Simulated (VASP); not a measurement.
# ZnSnN2 (R-3m) in VASP: notebook

Aim: see how the results for ZnSnN2 move with the level of theory and the settings. Levels: LDA, r2SCAN. Tasks: single point.

All numbers are computed with VASP 6.6.1; they aren't measurements. Logs are shortened: lines on timing, memory, paths and dates and some standing lists are left out, and cuts for length are marked.

## 1. The cell of the first run

Symmetry: R-3m, No. 166, trigonal system. Conventional cell: a = 3.167 Å, b = 3.167 Å, c = 15.449 Å, α = 90.00°, β = 90.00°, γ = 120.00°. Zn (site symmetry -3m) has 6 N at 2.27 Å within 3.0 Å. Within 2.9 Å of Sn (site symmetry -3m) lie 6 N at 2.21 Å. Within 2.9 Å of N (site symmetry 3m) lie 3 Sn at 2.21 Å and 3 Zn at 2.27 Å.

## 2. Single point, LDA

File INCAR:

```
SYSTEM = ZnSnN2
  PREC = Accurate
  ENCUT = 520
  EDIFF = 1E-7
  ISMEAR = 0
  SIGMA = 0.01
  LREAL = .False.
  LASPH = .True.
  NELM = 100
  ALGO = Normal
  ISIF = 2
  LWAVE = .False.
  LCHARG = .False.
  GGA = CA
  NBANDS = 26
```

File KPOINTS:

```
regular mesh
0
Gamma
  4 4 4
  0 0 0
```

File POSCAR:

```
ZnSnN2
1.0
    1.5836871722      0.9143422152      5.1498174729
   -1.5836871722      0.9143422152      5.1498174729
    0.0000000000     -1.8286844304      5.1498174729
Zn Sn N
1 1 2
Direct
    1.0000000000      0.0000000000      0.0000000000
    0.5000000000      0.5000000000      0.5000000000
    0.2464698153      0.2464698153      0.2464698153
    0.7535301847      0.7535301847      0.7535301847
```

Potentials or basis: VASP PAW LDA potentials, release 64 (Zn, Sn_d, N).

On the command line:

```bash
$ cat potpaw_LDA.64/Zn/POTCAR potpaw_LDA.64/Sn_d/POTCAR potpaw_LDA.64/N/POTCAR > POTCAR
$ mpirun -np 1 vasp_std > vasp.out
```

OUTCAR:

```text
SYSTEM = ZnSnN2
   PREC = Accurate
   ENCUT = 520
   EDIFF = 1E-7
   ISMEAR = 0
   LREAL = .False.
   LASPH = .True.
   NELM = 100
   ISIF = 2
   GGA = CA

 ion  position               nearest neighbor table
   1  0.000  0.000  0.000-   4 2.27   4 2.27   3 2.27   3 2.27   4 2.27   3 2.27   2 3.16   2 3.16
                             2 3.16   2 3.16   2 3.16   2 3.16
   2  0.500  0.500  0.500-   3 2.21   3 2.21   4 2.21   4 2.21   3 2.21   4 2.21   1 3.16   1 3.16
                             1 3.16   1 3.16   1 3.16   1 3.16
   3  0.246  0.246  0.246-   2 2.21   2 2.21   2 2.21   1 2.27   1 2.27   1 2.27
   4  0.754  0.754  0.754-   2 2.21   2 2.21   2 2.21   1 2.27   1 2.27   1 2.27

  LATTYP: Found a trigonal (rhomboedric) cell.
 ALAT       =     5.4648610916
 COS(alpha) =     0.8320381927

  Lattice vectors:

 A1 = (   1.5836871722,   0.9143422152,   5.1498174729)
 A2 = (  -1.5836871722,   0.9143422152,   5.1498174729)
 A3 = (   0.0000000000,  -1.8286844304,   5.1498174729)

Analysis of symmetry for initial positions (statically):
=====================================================================
 Subroutine PRICEL returns:
 Original cell was already a primitive cell.

 Routine SETGRP: Setting up the symmetry group for a
 trigonal (rhombohedral) supercell.

 Subroutine GETGRP returns: Found 12 space group operations
 (whereof 12 operations were pure point group operations)
 out of a pool of 12 trial point group operations.

The static configuration has the point symmetry D_3d.

Analysis of symmetry for dynamics (positions and initial velocities):
=====================================================================
 Subroutine PRICEL returns:
 Original cell was already a primitive cell.

 Routine SETGRP: Setting up the symmetry group for a
 trigonal (rhombohedral) supercell.

 Subroutine GETGRP returns: Found 12 space group operations
 (whereof 12 operations were pure point group operations)
 out of a pool of 12 trial point group operations.

The dynamic configuration has the point symmetry D_3d.

 Subroutine INISYM returns: Found 12 space group operations
 (whereof 12 operations are pure point group operations),
 and found     1 'primitive' translations

----------------------------------------------------------------------------------------

                                     Primitive cell

  volume of cell :      44.7426

  direct lattice vectors                    reciprocal lattice vectors
     1.583687172  0.914342215  5.149817473     0.315718918  0.182280402  0.064727213
    -1.583687172  0.914342215  5.149817473    -0.315718918  0.182280402  0.064727213
     0.000000000 -1.828684430  5.149817473     0.000000000 -0.364560804  0.064727213

  length of vectors
     5.464861092  5.464861092  5.464861092     0.370262329  0.370262329  0.370262329

  position of ions in fractional coordinates (direct lattice)
     0.000000000  0.000000000  0.000000000
     0.500000000  0.500000000  0.500000000
     0.246469815  0.246469815  0.246469815
     0.753530185  0.753530185  0.753530185

  ion indices of the primitive-cell ions
   primitive index   ion index
                 1           1
                 2           2
                 3           3
                 4           4

----------------------------------------------------------------------------------------

 KPOINTS: regular mesh

Automatic generation of k-mesh.
 Grid dimensions read from file:
 generate k-points for:    4    4    4

 Generating k-lattice:

  Cartesian coordinates                     Fractional coordinates (reciprocal lattice)
     0.078929729  0.045570101  0.016181803     0.250000000  0.000000000  0.000000000
    -0.078929729  0.045570101  0.016181803     0.000000000  0.250000000  0.000000000
     0.000000000 -0.091140201  0.016181803     0.000000000  0.000000000  0.250000000

  Length of vectors
     0.092565582  0.092565582  0.092565582

  Shift w.r.t. Gamma in fractional coordinates (k-lattice)
     0.000000000  0.000000000  0.000000000

 Subroutine IBZKPT returns following result:
 ===========================================

 Found     13 irreducible k-points:

 Following reciprocal coordinates:
            Coordinates               Weight
  0.000000  0.000000  0.000000      1.000000
  0.250000  0.000000  0.000000      6.000000
  0.500000  0.000000  0.000000      3.000000
  0.250000  0.250000  0.000000      6.000000
  0.500000  0.250000  0.000000     12.000000
 -0.250000  0.250000  0.000000      6.000000
  0.500000  0.500000  0.000000      3.000000
  0.250000  0.250000  0.250000      2.000000
  0.500000  0.250000  0.250000      6.000000
 -0.250000  0.250000  0.250000      6.000000
  0.500000  0.500000  0.250000      6.000000
 -0.250000  0.500000  0.250000      6.000000
  0.500000  0.500000  0.500000      1.000000
   k-points           NKPTS =     13   k-points in BZ     NKDIM =     13   number of bands    NBANDS=     26
   number of dos      NEDOS =    301   number of ions     NIONS =      4
   total plane-waves  NPLWV =  74088
   dimension x,y,z NGX =    42 NGY =   42 NGZ =   42
   dimension x,y,z NGXF=    84 NGYF=   84 NGZF=   84
   ions per type =               1   1   2
   NGX,Y,Z   is equivalent  to a cutoff of  12.78, 12.78, 12.78 a.u.
   NGXF,Y,Z  is equivalent  to a cutoff of  25.55, 25.55, 25.55 a.u.
 SYSTEM =  ZnSnN2
   PREC   = accura    normal or accurate (medium, high low for compatibility)
   ISTART =      0    job   : 0-new  1-cont  2-samecut
   ICHARG =      2    charge: 1-file 2-atom 10-const
   ISPIN  =      1    spin polarized calculation?
   LNONCOLLINEAR =      F non collinear calculations
   LSORBIT =      F    spin-orbit coupling
   LASPH  =      T    aspherical Exc in radial PAW
   ENCUT  =  520.0 eV  38.22 Ry    6.18 a.u.  10.16 10.16 10.16*2*pi/ulx,y,z
   NELM   =    100;   NELMIN=  2; NELMDL= -5     # of ELM steps
   EDIFF  = 0.1E-06   stopping-criterion for ELM
   LREAL  =      F    real-space projection
   EDIFFG = 0.1E-05   stopping-criterion for IOM
   NSW    =      0    number of steps for IOM
   IBRION =     -1    ionic relax: 0-MD 1-quasi-New 2-CG
   NFREE  =      0    steps in history (QN), initial steepest desc. (CG)
   ISIF   =      2    stress and relaxation
   ISYM   =      2    0-nonsym 1-usesym 2-fastsym
   POTIM  = 0.5000    time-step for ionic-motion
   TEBEG  =    0.0;   TEEND  =   0.0 temperature during run
   PSTRESS=    0.0 pullay stress
   NELECT =      36.0000    total number of electrons
   NUPDOWN=      -1.0000    fix difference up-down
   EMIN   =  10.00;   EMAX   =-10.00  energy-range for DOS
   EFERMI =   0.00;   METHOD = LEGACY
   ISMEAR =     0;   SIGMA  =   0.01  broadening in eV -4-tet -1-fermi 0-gaus
   EFERMI_NEDOS =   21; number of points for ismear=-14 and -15
   IALGO  =     38    algorithm
   IMIX   =      4    mixing-type and parameters
     AMIX     =   0.40;   BMIX     =  1.00
     AMIX_MAG =   1.60;   BMIX_MAG =  1.00
  volume/ion in A,a.u.               =      11.19        75.48
  Fermi-wavevector in a.u.,A,eV,Ry     =   1.522656  2.877403 31.544870  2.318483
  Thomas-Fermi vector in A             =   2.631206
   LORBIT       =      0    0 simple, 1 ext, 2 COOP (PROOUT), +10 PAW based schemes
   GGA     = CA    functional components
   LHFCALC =     F    Hartree Fock is set to
   AEXX    =    0.0000 exact exchange contribution
   IVDW    =     0    specifies the selected vdW correction
   LEPSILON=     F    determine dielectric tensor
   LRPA    =     F    only Hartree local field effects (RPA)
 non-spin polarized calculation
 Gauss-broadening in eV      SIGMA  =   0.01
  energy-cutoff  :      520.00
  volume of cell :       44.74
 maximum number of plane-waves:      1226
 NGX is ok and might be reduce to    42
   NGX = 21   NGY = 21   NGZ = 21

 number of electron      35.9999996 magnetization

 Free energy of the ion-electron system (eV)
  ---------------------------------------------------
  ext. energy  EPLUGINS =         0.00000000
  ---------------------------------------------------
  free energy    TOTEN  =       -23.75558822 eV

  energy without entropy =      -23.75558822  energy(sigma->0) =      -23.75558822

 E-fermi :   7.4144     XC(G=0): -12.7042

 val. band max:        7.3309206694   @ k =   0.5000   0.5000   0.0000
 cond. band min:       8.0212363858   @ k =   0.5000   0.5000   0.0000
 fundamental gap:      0.6903157164
 Fermi energy:         7.4144168246

 k-point     1 :       0.0000    0.0000    0.0000
  band No.  band energies     occupation
      1     -13.5770      2.00000
      2     -13.5763      2.00000
      3     -13.5763      2.00000
      4     -13.3807      2.00000
      5     -13.3807      2.00000
      6      -9.1518      2.00000
[... 18 lines left out ...]
     25      21.1922      0.00000
     26      21.1938      0.00000

 k-point     2 :       0.2500    0.0000    0.0000
  band No.  band energies     occupation
      1     -13.7218      2.00000
      2     -13.5101      2.00000
      3     -13.4538      2.00000
      4     -13.4450      2.00000
      5     -13.3853      2.00000
      6      -8.1780      2.00000
[... 18 lines left out ...]
     25      17.0275      0.00000
     26      19.3154      0.00000

 k-point     3 :       0.5000    0.0000    0.0000
  band No.  band energies     occupation
      1     -13.8892      2.00000
      2     -13.5850      2.00000
      3     -13.4490      2.00000
      4     -13.3392      2.00000
      5     -13.2671      2.00000
      6      -6.3720      2.00000
[... 253 lines left out ...]
 k-point    12 :      -0.2500    0.5000    0.2500
  band No.  band energies     occupation
      1     -13.7573      2.00000
      2     -13.5502      2.00000
      3     -13.5023      2.00000
      4     -13.4264      2.00000
      5     -13.3154      2.00000
      6      -6.3227      2.00000
[... 18 lines left out ...]
     25      18.0534      0.00000
     26      18.5763      0.00000

 k-point    13 :       0.5000    0.5000    0.5000
  band No.  band energies     occupation
      1     -13.5761      2.00000
      2     -13.5761      2.00000
      3     -13.5752      2.00000
      4     -13.3802      2.00000
      5     -13.3802      2.00000
      6      -8.7003      2.00000
[... 18 lines left out ...]
     25      19.1106      0.00000
     26      19.1106      0.00000

------------------------ aborting loop because EDIFF is reached ----------------------------------------

  FORCE on cell =-STRESS in cart. coord.  units (eV):
  Direction    XX          YY          ZZ          XY          YZ          ZX
  --------------------------------------------------------------------------------------
  -------------------------------------------------------------------------------------
  Total       -1.2931409     -1.2931409     -1.6413354      0.0000000      0.0000000      0.0000000
  in kB      -46.3057759    -46.3057759    -58.7741921      0.0000000      0.0000000      0.0000000
  external PRESSURE =     -50.4619146 kB  Pullay stress =       0.0000000 kB

 VOLUME and BASIS-vectors are now :
 -----------------------------------------------------------------------------
  energy-cutoff  :      520.00
  volume of cell :       44.74
      direct lattice vectors                 reciprocal lattice vectors
     1.583687172  0.914342215  5.149817473     0.315718918  0.182280402  0.064727213
    -1.583687172  0.914342215  5.149817473    -0.315718918  0.182280402  0.064727213
     0.000000000 -1.828684430  5.149817473     0.000000000 -0.364560804  0.064727213

 POSITION                                       TOTAL-FORCE (eV/Angst)
 -----------------------------------------------------------------------------------
      0.00000      0.00000      0.00000        -0.000000     -0.000000     -0.000000
      0.00000      0.00000      7.72473         0.000000     -0.000000     -0.000000
      0.00000      0.00000      3.80782        -0.000000      0.000000      0.041982
      0.00000      0.00000     11.64163        -0.000000     -0.000000     -0.041982
 -----------------------------------------------------------------------------------
    total drift:                                0.000000      0.000000     -0.000000

  FREE ENERGIE OF THE ION-ELECTRON SYSTEM (eV)
  ---------------------------------------------------
  free  energy   TOTEN  =       -23.7555882200 eV

  energy  without entropy=      -23.7555882200  energy(sigma->0) =      -23.75558822
```

Run time: 40 s. Hardware: 1 thread of AMD EPYC 7R13 (Zen 3), shared host; peak memory 0.19 GiB.

Results:

* Free energy: -23.7556 eV
* Pressure: -5.0 GPa
* Largest force: 0.042 eV/Å
* Band gap on the k mesh: 0.69 eV

Forces on the atoms (eV/Å):
```
Zn   0.000  0.000  0.000
Sn   0.000  0.000  0.000
N    0.000  0.000  0.042
N    0.000  0.000 -0.042
```

Stress tensor (GPa, compression positive):
```
-4.63  0.00  0.00
 0.00 -4.63  0.00
 0.00  0.00 -5.88
```

Levels at points of the mesh, in eV from the valence-band top:
```tsv
k point	band 14	band 15	band 16	band 17	band 18	band 19	band 20	band 21	band 22	band 23
(0.00, 0.00, 0.00)	-0.92	-0.92	-0.75	-0.09	-0.09	0.86	3.48	8.09	8.18	8.18
(0.50, 0.00, 0.00)	-4.60	-2.62	-2.58	-2.09	-1.25	3.04	4.11	6.94	7.80	9.20
(0.50, 0.50, 0.00)	-5.28	-3.11	-2.79	-0.02	0.00	0.69	3.68	7.57	8.34	8.53
(0.50, 0.50, 0.50)	-3.87	-0.57	-0.57	-0.49	-0.49	3.23	3.86	7.67	9.34	9.34
```

Caveat: the k points lie up to 0.58 Å⁻¹ apart; semilocal functionals underestimate gaps, and a narrow one can read as zero; spin-orbit coupling is left out, which moves the levels of the heavy elements. A k mesh can miss the band edges.

[end of part 1 of 2]
